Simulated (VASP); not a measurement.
# Ta2BeP4 (P4/mmm) in VASP: a series of runs

Ta2BeP4 is run at these levels: PBE; tasks: single point, relaxation of cell and atoms.

Everything below comes from runs of VASP 6.6.1. Logs are shortened: lines on timing, memory, paths and dates and some standing lists are left out, and cuts for length are marked.

### Step 1. The cell of the first run

It takes space group P4/mmm (No. 123, tetragonal). Conventional cell: a = 3.672 Å, b = 3.672 Å, c = 7.511 Å, α = 90.00°, β = 90.00°, γ = 90.00°. Within 3.4 Å of Ta (site symmetry 4/mmm) lie 4 Be at 2.60 Å and 8 P at 2.65 Å. Ta (site symmetry 4/mmm) has 8 P at 2.60 Å within 3.4 Å. Within 3.4 Å of Be (site symmetry 4/mmm) lie 4 Ta at 2.60 Å and 8 P at 2.65 Å. Within 3.4 Å of P (site symmetry 2mm) lie 4 P at 2.60 Å and 4 Ta at 2.60 to 2.65 Å and 2 Be at 2.65 Å.

### Step 2. Single point, PBE

Contents of INCAR:

```
SYSTEM = Ta2BeP4
PREC = Accurate
ENCUT = 520
EDIFF = 1E-7
ISMEAR = 0
SIGMA = 0.1
LREAL = .FALSE.
LASPH = .TRUE.
NELM = 100
ALGO = Normal
ISIF = 2
LWAVE = .FALSE.
LCHARG = .TRUE.
GGA = PE
LELF = .TRUE.
LVHAR = .TRUE.
NBANDS = 31
```

Contents of KPOINTS:

```
regular mesh
0
G
  10 10 6
  0 0 0
```

Contents of POSCAR:

```
Ta2BeP4
1.0
    3.6718014509      0.0000000000      0.0000000000
    0.0000000000      3.6718014509      0.0000000000
    0.0000000000      0.0000000000      7.5106719867
Ta Be P
2 1 4
Direct
    0.5000000000      0.5000000000      0.0000000000
    0.0000000000      0.0000000000      0.5000000000
    0.0000000000      0.0000000000      0.0000000000
    0.5000000000      0.0000000000      0.2548321131
    0.0000000000      0.5000000000      0.2548321131
    0.5000000000      0.0000000000      0.7451678869
    0.0000000000      0.5000000000      0.7451678869
```

Potentials or basis: VASP PAW PBE potentials, release 64 (Ta_pv, Be, P).

Started as:

```sh
$ cat potpaw_PBE.64/Ta_pv/POTCAR potpaw_PBE.64/Be/POTCAR potpaw_PBE.64/P/POTCAR > POTCAR
$ mpirun -np 1 vasp_std > vasp.out
```

OUTCAR:

```text
SYSTEM = Ta2BeP4
   PREC = Accurate
   ENCUT = 520
   EDIFF = 1E-7
   ISMEAR = 0
   LREAL = .FALSE.
   LASPH = .TRUE.
   NELM = 100
   ISIF = 2
   GGA = PE

 ion  position               nearest neighbor table
   1  0.500  0.500  0.000-   3 2.60   3 2.60   3 2.60   3 2.60   7 2.65   4 2.65   4 2.65   6 2.65
                             5 2.65   5 2.65   7 2.65   6 2.65
   2  0.000  0.000  0.500-   4 2.60   5 2.60   6 2.60   7 2.60   5 2.60   7 2.60   4 2.60   6 2.60

   3  0.000  0.000  0.000-   1 2.60   1 2.60   1 2.60   1 2.60   7 2.65   4 2.65   5 2.65   7 2.65
                             5 2.65   4 2.65   6 2.65   6 2.65
   4  0.500  0.000  0.255-   5 2.60   5 2.60   5 2.60   5 2.60   2 2.60   2 2.60   1 2.65   3 2.65
                             1 2.65   3 2.65
   5  0.000  0.500  0.255-   4 2.60   4 2.60   4 2.60   4 2.60   2 2.60   2 2.60   1 2.65   1 2.65
                             3 2.65   3 2.65
   6  0.500  0.000  0.745-   7 2.60   7 2.60   7 2.60   7 2.60   2 2.60   2 2.60   1 2.65   3 2.65
                             1 2.65   3 2.65
   7  0.000  0.500  0.745-   6 2.60   6 2.60   6 2.60   6 2.60   2 2.60   2 2.60   1 2.65   1 2.65
                             3 2.65   3 2.65

  LATTYP: Found a simple tetragonal cell.
 ALAT       =     3.6718014509
 C/A-ratio  =     2.0455005771

  Lattice vectors:

 A1 = (   3.6718014509,   0.0000000000,   0.0000000000)
 A2 = (   0.0000000000,   3.6718014509,   0.0000000000)
 A3 = (   0.0000000000,   0.0000000000,   7.5106719867)

Analysis of symmetry for initial positions (statically):
=====================================================================
 Subroutine PRICEL returns:
 Original cell was already a primitive cell.

 Routine SETGRP: Setting up the symmetry group for a
 simple tetragonal supercell.

 Subroutine GETGRP returns: Found 16 space group operations
 (whereof 16 operations were pure point group operations)
 out of a pool of 16 trial point group operations.

The static configuration has the point symmetry D_4h.

Analysis of symmetry for dynamics (positions and initial velocities):
=====================================================================
 Subroutine PRICEL returns:
 Original cell was already a primitive cell.

 Routine SETGRP: Setting up the symmetry group for a
 simple tetragonal supercell.

 Subroutine GETGRP returns: Found 16 space group operations
 (whereof 16 operations were pure point group operations)
 out of a pool of 16 trial point group operations.

The dynamic configuration has the point symmetry D_4h.

[... 113 lines left out ...]
   NFREE  =      0    steps in history (QN), initial steepest desc. (CG)
   ISIF   =      2    stress and relaxation
   ISYM   =      2    0-nonsym 1-usesym 2-fastsym
   POTIM  = 0.5000    time-step for ionic-motion
   TEBEG  =    0.0;   TEEND  =   0.0 temperature during run
   PSTRESS=    0.0 pullay stress
   NELECT =      44.0000    total number of electrons
   NUPDOWN=      -1.0000    fix difference up-down
   EMIN   =  10.00;   EMAX   =-10.00  energy-range for DOS
   EFERMI =   0.00;   METHOD = LEGACY
   ISMEAR =     0;   SIGMA  =   0.10  broadening in eV -4-tet -1-fermi 0-gaus
   EFERMI_NEDOS =   21; number of points for ismear=-14 and -15
   IALGO  =     38    algorithm
   IMIX   =      4    mixing-type and parameters
     AMIX     =   0.40;   BMIX     =  1.00
     AMIX_MAG =   1.60;   BMIX_MAG =  1.00
  volume/ion in A,a.u.               =      14.47        97.62
  Fermi-wavevector in a.u.,A,eV,Ry     =   1.239976  2.343215 20.919513  1.537541
  Thomas-Fermi vector in A             =   2.374437
   LORBIT       =      0    0 simple, 1 ext, 2 COOP (PROOUT), +10 PAW based schemes
   GGA     = PE    functional components
   LHFCALC =     F    Hartree Fock is set to
   AEXX    =    0.0000 exact exchange contribution
   IVDW    =     0    specifies the selected vdW correction
   LEPSILON=     F    determine dielectric tensor
   LRPA    =     F    only Hartree local field effects (RPA)
 non-spin polarized calculation
 Gauss-broadening in eV      SIGMA  =   0.10
  energy-cutoff  :      520.00
  volume of cell :      101.26
 maximum number of plane-waves:      2768
 NGX is ok and might be reduce to    28
   NGX = 13   NGY = 13   NGZ = 27

 number of electron      44.0000006 magnetization

 Free energy of the ion-electron system (eV)
  ---------------------------------------------------
  ext. energy  EPLUGINS =         0.00000000
  ---------------------------------------------------
  free energy    TOTEN  =       -49.27519494 eV

  energy without entropy =      -49.25547893  energy(sigma->0) =      -49.26533693

 E-fermi :   8.8733     XC(G=0): -11.7040

 val. band max:        8.8710554126   @ k =   0.2000   0.2000   0.5000
 cond. band min:       8.8774801665   @ k =   0.4000   0.2000   0.0000
 fundamental gap:      0.0064247539
 Fermi energy:         8.8733477511

 k-point     1 :       0.0000    0.0000    0.0000
  band No.  band energies     occupation
      1     -26.3126      2.00000
      2     -26.2608      2.00000
      3     -26.2608      2.00000
      4     -26.1808      2.00000
      5     -26.1265      2.00000
      6     -26.1265      2.00000
[... 805 lines left out ...]
     30      11.8456      0.00000
     31      12.6698      0.00000

 [... further k-points ...]

------------------------ aborting loop because EDIFF is reached ----------------------------------------

  FORCE on cell =-STRESS in cart. coord.  units (eV):
  Direction    XX          YY          ZZ          XY          YZ          ZX
  --------------------------------------------------------------------------------------
  -------------------------------------------------------------------------------------
  Total        0.0072852      0.0072852      0.0366580      0.0000000     -0.0000000      0.0000000
  in kB        0.1152700      0.1152700      0.5800189      0.0000000     -0.0000000      0.0000000
  external PRESSURE =       0.2701863 kB  Pullay stress =       0.0000000 kB

 VOLUME and BASIS-vectors are now :
 -----------------------------------------------------------------------------
  energy-cutoff  :      520.00
  volume of cell :      101.26
      direct lattice vectors                 reciprocal lattice vectors
     3.671801451  0.000000000  0.000000000     0.272345881  0.000000000  0.000000000
     0.000000000  3.671801451  0.000000000     0.000000000  0.272345881  0.000000000
     0.000000000  0.000000000  7.510671987     0.000000000  0.000000000  0.133143879

 POSITION                                       TOTAL-FORCE (eV/Angst)
 -----------------------------------------------------------------------------------
      1.83590      1.83590      0.00000         0.000000      0.000000      0.000000
      0.00000      0.00000      3.75534         0.000000      0.000000      0.000000
      0.00000      0.00000      0.00000         0.000000      0.000000      0.000000
      1.83590      0.00000      1.91396         0.000000     -0.000000     -0.001010
      0.00000      1.83590      1.91396        -0.000000      0.000000     -0.001010
      1.83590      0.00000      5.59671         0.000000     -0.000000      0.001010
      0.00000      1.83590      5.59671        -0.000000      0.000000      0.001010
 -----------------------------------------------------------------------------------
    total drift:                               -0.000000      0.000000     -0.000000

  FREE ENERGIE OF THE ION-ELECTRON SYSTEM (eV)
  ---------------------------------------------------
  free  energy   TOTEN  =       -49.2751949406 eV

  energy  without entropy=      -49.2554789260  energy(sigma->0) =      -49.26533693
```

OSZICAR:

```text
N       E                     dE             d eps       ncg     rms          rms(c)
DAV:   1     0.293618419814E+03    0.29362E+03   -0.22268E+04  5216   0.135E+03
DAV:   2    -0.340520639548E+02   -0.32767E+03   -0.31613E+03  5935   0.338E+02
DAV:   3    -0.509754430622E+02   -0.16923E+02   -0.16207E+02  7033   0.688E+01
DAV:   4    -0.513294509567E+02   -0.35401E+00   -0.35102E+00  6682   0.938E+00
DAV:   5    -0.513368783523E+02   -0.74274E-02   -0.74216E-02  6852   0.137E+00    0.255E+01
DAV:   6    -0.495188873104E+02    0.18180E+01   -0.10270E+01  6476   0.142E+01    0.118E+01
DAV:   7    -0.496435357187E+02   -0.12465E+00   -0.47463E+00  6710   0.820E+00    0.663E+00
DAV:   8    -0.493000870548E+02    0.34345E+00   -0.21170E+00  6545   0.591E+00    0.272E+00
DAV:   9    -0.492758142098E+02    0.24273E-01   -0.14646E-01  6741   0.203E+00    0.557E-01
DAV:  10    -0.492754344812E+02    0.37973E-03   -0.15021E-02  6885   0.544E-01    0.398E-01
DAV:  11    -0.492751755873E+02    0.25889E-03   -0.14237E-03  6785   0.175E-01    0.191E-01
DAV:  12    -0.492752011235E+02   -0.25536E-04   -0.17264E-04  6934   0.767E-02    0.499E-02
DAV:  13    -0.492751963548E+02    0.47687E-05   -0.59981E-05  6895   0.349E-02    0.178E-02
DAV:  14    -0.492751959527E+02    0.40211E-06   -0.43103E-06  6466   0.114E-02    0.833E-03
DAV:  15    -0.492751950793E+02    0.87340E-06   -0.77822E-07  6767   0.406E-03    0.251E-03
DAV:  16    -0.492751949696E+02    0.10967E-06   -0.98626E-08  4230   0.145E-03    0.957E-04
DAV:  17    -0.492751949406E+02    0.29064E-07   -0.29833E-08  4081   0.781E-04
   1 F= -.49275195E+02 E0= -.49265337E+02  d E =-.197160E-01
```

stdout:

```text
POSCAR found type information on POSCAR TaBeP
 POSCAR found :  3 types and       7 ions
 scaLAPACK will be used
 LDA part: xc-table for (Slater+PW92), standard interpolation
 POSCAR, INCAR and KPOINTS ok, starting setup
 FFT: planning ... GRIDC
 FFT: planning ... GRID_SOFT
 FFT: planning ... GRID
 WAVECAR not read
 entering main loop
```

Run time: 4.5 min. Hardware: 1 thread of Intel Xeon Platinum 8259CL at 2.50GHz (Skylake/Cascade Lake), shared host; peak memory 0.36 GiB.

Results:

- Free energy: -49.2752 eV
- Pressure: 0.0 GPa
- Band gap on the k mesh: zero (band 22 reaches 10.11 eV, above the bottom of band 23 at 7.87 eV)

Levels at points of the mesh, in eV from the Fermi level:
```
           k point  band 20  band 21  band 22  band 23  band 24  band 25
(0.00, 0.00, 0.00)    -1.34    -1.34     0.15     0.59     1.05     1.26
(0.50, 0.00, 0.00)    -3.08    -1.42    -0.80    -0.43    -0.18     0.29
(0.50, 0.50, 0.00)    -2.27     1.06     1.24     1.54     2.14     2.20
(0.00, 0.00, 0.50)    -1.75    -0.16    -0.16     0.25     0.50     0.50
(0.50, 0.00, 0.50)    -2.31    -1.93    -1.48    -0.98    -0.29     0.49
(0.50, 0.50, 0.50)    -1.21    -0.05     1.07     1.24     1.41     1.96
```

Caveat: spin-orbit coupling is left out, which moves the levels of the heavy elements.

[end of part 1 of 2]
